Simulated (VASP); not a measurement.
# Ga2P3 (Pm-3m) in VASP: a series of runs

Ga2P3 is run at these levels: PBE; tasks: single point.

All numbers are computed with VASP 6.6.1; they aren't measurements. Logs are shortened: lines on timing, memory, paths and dates and some standing lists are left out, and cuts for length are marked.

## 1. The cell of the first run

It takes space group Pm-3m (No. 221, cubic). The conventional cell has a = 4.622 Å, b = 4.622 Å, c = 4.622 Å, α = 90.00°, β = 90.00°, γ = 90.00°. Ga (site symmetry m-3m) has 12 P at 3.27 Å and 8 Ga at 4.00 Å within 4.3 Å. Within 3.1 Å of Ga (site symmetry m-3m) lie 6 P at 2.31 Å. P (site symmetry 4/mmm) has 2 Ga at 2.31 Å within 3.1 Å.

The cell was built from a structure type or drawn by symmetry, and may not be a known phase.

## 2. Single point, PBE

Input file INCAR:

```
SYSTEM = Ga2P3
  PREC = Accurate
  ENCUT = 520
  EDIFF = 1E-7
  ISMEAR = 0
  SIGMA = 0.1
  LREAL = .FALSE.
  LASPH = .TRUE.
  NELM = 60
  ALGO = Normal
  ISIF = 2
  LWAVE = .FALSE.
  LCHARG = .TRUE.
  GGA = PE
  LELF = .TRUE.
  LVHAR = .TRUE.
  NBANDS = 28
```

Input file KPOINTS:

```
regular mesh
0
G
  4 4 4
  0 0 0
```

Input file POSCAR:

```
Ga2P3
1.0
    4.6221635500      0.0000000000      0.0000000000
    0.0000000000      4.6221635500      0.0000000000
    0.0000000000      0.0000000000      4.6221635500
Ga P
2 3
Direct
    0.0000000000      0.0000000000      0.0000000000
    0.5000000000      0.5000000000      0.5000000000
    0.0000000000      0.5000000000      0.5000000000
    0.5000000000      0.0000000000      0.5000000000
    0.5000000000      0.5000000000      0.0000000000
```

Potentials or basis: VASP PAW PBE potentials, release 64 (Ga_d, P).

Run with:

```bash
> cat potpaw_PBE.64/Ga_d/POTCAR potpaw_PBE.64/P/POTCAR > POTCAR
> mpirun -np 1 vasp_std > vasp.out
```

OUTCAR:

```text
SYSTEM = Ga2P3
   PREC = Accurate
   ENCUT = 520
   EDIFF = 1E-7
   ISMEAR = 0
   LREAL = .FALSE.
   LASPH = .TRUE.
   NELM = 60
   ISIF = 2
   GGA = PE

 ion  position               nearest neighbor table
   1  0.000  0.000  0.000-
   2  0.500  0.500  0.500-   3 2.31   4 2.31   5 2.31   5 2.31   4 2.31   3 2.31
   3  0.000  0.500  0.500-   2 2.31   2 2.31
   4  0.500  0.000  0.500-   2 2.31   2 2.31
   5  0.500  0.500  0.000-   2 2.31   2 2.31

  LATTYP: Found a simple cubic cell.
 ALAT       =     4.6221635500

  Lattice vectors:

 A1 = (   4.6221635500,   0.0000000000,   0.0000000000)
 A2 = (   0.0000000000,   4.6221635500,   0.0000000000)
 A3 = (   0.0000000000,   0.0000000000,   4.6221635500)

Analysis of symmetry for initial positions (statically):
=====================================================================
 Subroutine PRICEL returns:
 Original cell was already a primitive cell.

 Routine SETGRP: Setting up the symmetry group for a
 simple cubic supercell.

 Subroutine GETGRP returns: Found 48 space group operations
 (whereof 48 operations were pure point group operations)
 out of a pool of 48 trial point group operations.

The static configuration has the point symmetry O_h .

Analysis of symmetry for dynamics (positions and initial velocities):
=====================================================================
 Subroutine PRICEL returns:
 Original cell was already a primitive cell.

 Routine SETGRP: Setting up the symmetry group for a
 simple cubic supercell.

 Subroutine GETGRP returns: Found 48 space group operations
 (whereof 48 operations were pure point group operations)
 out of a pool of 48 trial point group operations.

The dynamic configuration has the point symmetry O_h .

 Subroutine INISYM returns: Found 48 space group operations
 (whereof 48 operations are pure point group operations),
 and found     1 'primitive' translations

----------------------------------------------------------------------------------------

                                     Primitive cell

  volume of cell :      98.7497

  direct lattice vectors                    reciprocal lattice vectors
     4.622163550  0.000000000  0.000000000     0.216348900  0.000000000  0.000000000
     0.000000000  4.622163550  0.000000000     0.000000000  0.216348900  0.000000000
     0.000000000  0.000000000  4.622163550     0.000000000  0.000000000  0.216348900

  length of vectors
     4.622163550  4.622163550  4.622163550     0.216348900  0.216348900  0.216348900

  position of ions in fractional coordinates (direct lattice)
     0.000000000  0.000000000  0.000000000
     0.500000000  0.500000000  0.500000000
     0.000000000  0.500000000  0.500000000
     0.500000000  0.000000000  0.500000000
     0.500000000  0.500000000  0.000000000

  ion indices of the primitive-cell ions
   primitive index   ion index
                 1           1
                 2           2
                 3           3
                 4           4
                 5           5

----------------------------------------------------------------------------------------

 KPOINTS: regular mesh

Automatic generation of k-mesh.
 Grid dimensions read from file:
 generate k-points for:    4    4    4

 Generating k-lattice:

  Cartesian coordinates                     Fractional coordinates (reciprocal lattice)
     0.054087225  0.000000000  0.000000000     0.250000000  0.000000000  0.000000000
     0.000000000  0.054087225  0.000000000     0.000000000  0.250000000  0.000000000
     0.000000000  0.000000000  0.054087225     0.000000000  0.000000000  0.250000000

  Length of vectors
     0.054087225  0.054087225  0.054087225

  Shift w.r.t. Gamma in fractional coordinates (k-lattice)
     0.000000000  0.000000000  0.000000000

 Subroutine IBZKPT returns following result:
 ===========================================

 Found     10 irreducible k-points:

 Following reciprocal coordinates:
            Coordinates               Weight
  0.000000  0.000000  0.000000      1.000000
  0.250000  0.000000  0.000000      6.000000
  0.500000  0.000000  0.000000      3.000000
  0.250000  0.250000  0.000000     12.000000
  0.500000  0.250000  0.000000     12.000000
  0.500000  0.500000  0.000000      3.000000
  0.250000  0.250000  0.250000      8.000000
  0.500000  0.250000  0.250000     12.000000
  0.500000  0.500000  0.250000      6.000000
  0.500000  0.500000  0.500000      1.000000
   k-points           NKPTS =     10   k-points in BZ     NKDIM =     10   number of bands    NBANDS=     28
   number of dos      NEDOS =    301   number of ions     NIONS =      5
   total plane-waves  NPLWV =  46656
   dimension x,y,z NGX =    36 NGY =   36 NGZ =   36
   dimension x,y,z NGXF=    72 NGYF=   72 NGZF=   72
   ions per type =               2   3
   NGX,Y,Z   is equivalent  to a cutoff of  12.95, 12.95, 12.95 a.u.
   NGXF,Y,Z  is equivalent  to a cutoff of  25.90, 25.90, 25.90 a.u.
 SYSTEM =  Ga2P3
   PREC   = accura    normal or accurate (medium, high low for compatibility)
   ISTART =      0    job   : 0-new  1-cont  2-samecut
   ICHARG =      2    charge: 1-file 2-atom 10-const
   ISPIN  =      1    spin polarized calculation?
   LNONCOLLINEAR =      F non collinear calculations
   LSORBIT =      F    spin-orbit coupling
   LASPH  =      T    aspherical Exc in radial PAW
   ENCUT  =  520.0 eV  38.22 Ry    6.18 a.u.   8.59  8.59  8.59*2*pi/ulx,y,z
   NELM   =     60;   NELMIN=  2; NELMDL= -5     # of ELM steps
   EDIFF  = 0.1E-06   stopping-criterion for ELM
   LREAL  =      F    real-space projection
   EDIFFG = 0.1E-05   stopping-criterion for IOM
   NSW    =      0    number of steps for IOM
   IBRION =     -1    ionic relax: 0-MD 1-quasi-New 2-CG
   NFREE  =      0    steps in history (QN), initial steepest desc. (CG)
   ISIF   =      2    stress and relaxation
   ISYM   =      2    0-nonsym 1-usesym 2-fastsym
   POTIM  = 0.5000    time-step for ionic-motion
   TEBEG  =    0.0;   TEEND  =   0.0 temperature during run
   PSTRESS=    0.0 pullay stress
   NELECT =      41.0000    total number of electrons
   NUPDOWN=      -1.0000    fix difference up-down
   EMIN   =  10.00;   EMAX   =-10.00  energy-range for DOS
   EFERMI =   0.00;   METHOD = LEGACY
   ISMEAR =     0;   SIGMA  =   0.10  broadening in eV -4-tet -1-fermi 0-gaus
   EFERMI_NEDOS =   21; number of points for ismear=-14 and -15
   IALGO  =     38    algorithm
   IMIX   =      4    mixing-type and parameters
     AMIX     =   0.40;   BMIX     =  1.00
     AMIX_MAG =   1.60;   BMIX_MAG =  1.00
  volume/ion in A,a.u.               =      19.75       133.28
  Fermi-wavevector in a.u.,A,eV,Ry     =   1.221305  2.307932 20.294259  1.491586
  Thomas-Fermi vector in A             =   2.356492
   LORBIT       =      0    0 simple, 1 ext, 2 COOP (PROOUT), +10 PAW based schemes
   GGA     = PE    functional components
   LHFCALC =     F    Hartree Fock is set to
   AEXX    =    0.0000 exact exchange contribution
   IVDW    =     0    specifies the selected vdW correction
   LEPSILON=     F    determine dielectric tensor
   LRPA    =     F    only Hartree local field effects (RPA)
 non-spin polarized calculation
 Gauss-broadening in eV      SIGMA  =   0.10
  energy-cutoff  :      520.00
  volume of cell :       98.75
 maximum number of plane-waves:      2680
 NGX is ok and might be reduce to    36
   NGX = 17   NGY = 17   NGZ = 17

 number of electron      41.0000003 magnetization

 Free energy of the ion-electron system (eV)
  ---------------------------------------------------
  ext. energy  EPLUGINS =         0.00000000
  ---------------------------------------------------
  free energy    TOTEN  =       -17.87360568 eV

  energy without entropy =      -17.86595377  energy(sigma->0) =      -17.86977972

 E-fermi :   4.8494     XC(G=0): -10.2139

 val. band max:        4.7730968166   @ k =   0.5000   0.2500   0.0000
 cond. band min:       5.1541374920   @ k =   0.5000   0.2500   0.0000
 fundamental gap:      0.3810406754
 Fermi energy:         4.8494274060

 k-point     1 :       0.0000    0.0000    0.0000
  band No.  band energies     occupation
      1      -9.8730      2.00000
      2      -9.8730      2.00000
      3      -9.5543      2.00000
      4      -9.5543      2.00000
      5      -9.5543      2.00000
      6      -9.4011      2.00000
[... 20 lines left out ...]
     27      10.2084      0.00000
     28      10.4940      0.00000

 k-point     2 :       0.2500    0.0000    0.0000
  band No.  band energies     occupation
      1      -9.8711      2.00000
      2      -9.8406      2.00000
      3      -9.5568      2.00000
      4      -9.5568      2.00000
      5      -9.5535      2.00000
      6      -9.4012      2.00000
[... 20 lines left out ...]
     27       9.9460      0.00000
     28      10.5093      0.00000

 k-point     3 :       0.5000    0.0000    0.0000
  band No.  band energies     occupation
      1      -9.8692      2.00000
      2      -9.8105      2.00000
      3      -9.5594      2.00000
      4      -9.5594      2.00000
      5      -9.5528      2.00000
      6      -9.4016      2.00000
[... 20 lines left out ...]
     27      10.2739      0.00000
     28      10.9925      0.00000

 k-point     4 :       0.2500    0.2500    0.0000
  band No.  band energies     occupation
      1      -9.8564      2.00000
      2      -9.8182      2.00000
      3      -9.5604      2.00000
      4      -9.5579      2.00000
      5      -9.5562      2.00000
      6      -9.4029      2.00000
[... 144 lines left out ...]
     27      10.5248      0.00000
     28      10.9984      0.00000

 k-point     9 :       0.5000    0.5000    0.2500
  band No.  band energies     occupation
      1      -9.8003      2.00000
      2      -9.7555      2.00000
      3      -9.5675      2.00000
      4      -9.5642      2.00000
      5      -9.5642      2.00000
      6      -9.4097      2.00000
[... 20 lines left out ...]
     27      10.9185      0.00000
     28      11.1014      0.00000

 k-point    10 :       0.5000    0.5000    0.5000
  band No.  band energies     occupation
      1      -9.7553      2.00000
      2      -9.7553      2.00000
      3      -9.5666      2.00000
      4      -9.5666      2.00000
      5      -9.5666      2.00000
      6      -9.4099      2.00000
[... 20 lines left out ...]
     27      11.1080      0.00000
     28      11.1080      0.00000

------------------------ aborting loop because EDIFF is reached ----------------------------------------

  FORCE on cell =-STRESS in cart. coord.  units (eV):
  Direction    XX          YY          ZZ          XY          YZ          ZX
  --------------------------------------------------------------------------------------
  -------------------------------------------------------------------------------------
  Total        2.1246368      2.1246368      2.1246368      0.0000000      0.0000000      0.0000000
  in kB       34.4714352     34.4714352     34.4714352      0.0000000      0.0000000      0.0000000
  external PRESSURE =      34.4714352 kB  Pullay stress =       0.0000000 kB

 VOLUME and BASIS-vectors are now :
 -----------------------------------------------------------------------------
  energy-cutoff  :      520.00
  volume of cell :       98.75
      direct lattice vectors                 reciprocal lattice vectors
     4.622163550  0.000000000  0.000000000     0.216348900  0.000000000  0.000000000
     0.000000000  4.622163550  0.000000000     0.000000000  0.216348900  0.000000000
     0.000000000  0.000000000  4.622163550     0.000000000  0.000000000  0.216348900

 POSITION                                       TOTAL-FORCE (eV/Angst)
 -----------------------------------------------------------------------------------
      0.00000      0.00000      0.00000         0.000000      0.000000      0.000000
      2.31108      2.31108      2.31108         0.000000      0.000000      0.000000
      0.00000      2.31108      2.31108         0.000000      0.000000      0.000000
      2.31108      0.00000      2.31108         0.000000      0.000000      0.000000
      2.31108      2.31108      0.00000         0.000000      0.000000      0.000000
 -----------------------------------------------------------------------------------
    total drift:                                0.000000      0.000000      0.000000

  FREE ENERGIE OF THE ION-ELECTRON SYSTEM (eV)
  ---------------------------------------------------
  free  energy   TOTEN  =       -17.8736056795 eV

  energy  without entropy=      -17.8659537702  energy(sigma->0) =      -17.86977972
```

It took 12 s on 1 thread of Intel Xeon 6975P-C (Granite Rapids), shared host; peak memory 0.2 GiB.

What came out:

| Item | Value |
| --- | --- |
| Free energy | -17.8736 eV |
| Pressure | 3.4 GPa |
| Band gap on the k mesh | zero (an odd number of electrons rules out a gap without spin polarisation) |

Caveat: the cell stands under pressure.

## 3. Single point, PBE

This run uses another cell than the first one, of 20.78 Å³/atom.

Input file INCAR:

```
  PREC = Accurate
  ENCUT = 520
  EDIFF = 1E-7
  ISMEAR = 0
  SIGMA = 0.1
  LREAL = F
  LASPH = T
  NELM = 60
  ALGO = Normal
  ISIF = 2
  LWAVE = F
  LCHARG = F
  GGA = PE
  NBANDS = 28
```

Input file KPOINTS:

```
regular mesh
0
Gamma
  4 4 4
```

Edit POSCAR of step 2 so:

```diff
@@ -2,5 +2,5 @@
 1.0
-    4.6221635500      0.0000000000      0.0000000000
-    0.0000000000      4.6221635500      0.0000000000
-    0.0000000000      0.0000000000      4.6221635500
+    4.7014581206      0.0000000000      0.0000000000
+    0.0000000000      4.7014581206      0.0000000000
+    0.0000000000      0.0000000000      4.7014581206
 Ga P
```

Potentials or basis: VASP PAW PBE potentials, release 64 (Ga_d, P).

Run with:

```bash
> cat potpaw_PBE.64/Ga_d/POTCAR potpaw_PBE.64/P/POTCAR > POTCAR
> mpirun -np 1 vasp_std > vasp.out
```

OUTCAR:

```text
PREC = Accurate
   ENCUT = 520
   EDIFF = 1E-7
   ISMEAR = 0
   LREAL = F
   LASPH = T
   NELM = 60
   ISIF = 2
   GGA = PE

 ion  position               nearest neighbor table
   1  0.000  0.000  0.000-
   2  0.500  0.500  0.500-   3 2.35   4 2.35   5 2.35   5 2.35   4 2.35   3 2.35
   3  0.000  0.500  0.500-   2 2.35   2 2.35
   4  0.500  0.000  0.500-   2 2.35   2 2.35
   5  0.500  0.500  0.000-   2 2.35   2 2.35
[... 496 lines left out ...]
  Direction    XX          YY          ZZ          XY          YZ          ZX
  --------------------------------------------------------------------------------------
  -------------------------------------------------------------------------------------
  Total        0.0722120      0.0722120      0.0722120      0.0000000     -0.0000000     -0.0000000
  in kB        1.1133253      1.1133253      1.1133253      0.0000000     -0.0000000     -0.0000000
  external PRESSURE =       1.1133253 kB  Pullay stress =       0.0000000 kB

 VOLUME and BASIS-vectors are now :
 -----------------------------------------------------------------------------
  energy-cutoff  :      520.00
  volume of cell :      103.92
      direct lattice vectors                 reciprocal lattice vectors
     4.701458121  0.000000000  0.000000000     0.212699970  0.000000000  0.000000000
     0.000000000  4.701458121  0.000000000     0.000000000  0.212699970  0.000000000
     0.000000000  0.000000000  4.701458121     0.000000000  0.000000000  0.212699970

 POSITION                                       TOTAL-FORCE (eV/Angst)
 -----------------------------------------------------------------------------------
      0.00000      0.00000      0.00000         0.000000      0.000000      0.000000
      2.35073      2.35073      2.35073         0.000000      0.000000      0.000000
      0.00000      2.35073      2.35073         0.000000      0.000000      0.000000
      2.35073      0.00000      2.35073         0.000000      0.000000      0.000000
      2.35073      2.35073      0.00000         0.000000      0.000000      0.000000
 -----------------------------------------------------------------------------------
    total drift:                                0.000000      0.000000      0.000000

  FREE ENERGIE OF THE ION-ELECTRON SYSTEM (eV)
  ---------------------------------------------------
  free  energy   TOTEN  =       -17.9288295413 eV

  energy  without entropy=      -17.9200334204  energy(sigma->0) =      -17.92443148
```

Wall time 12 s (1 thread of Intel Xeon 6975P-C (Granite Rapids), shared host); peak memory 0.2 GiB.

Results:

```yaml
Free_energy: -17.9288 eV
Pressure: 0.1 GPa
Band_gap_on_the_k_mesh: zero (an odd number of electrons rules out a gap without spin polarisation)
```
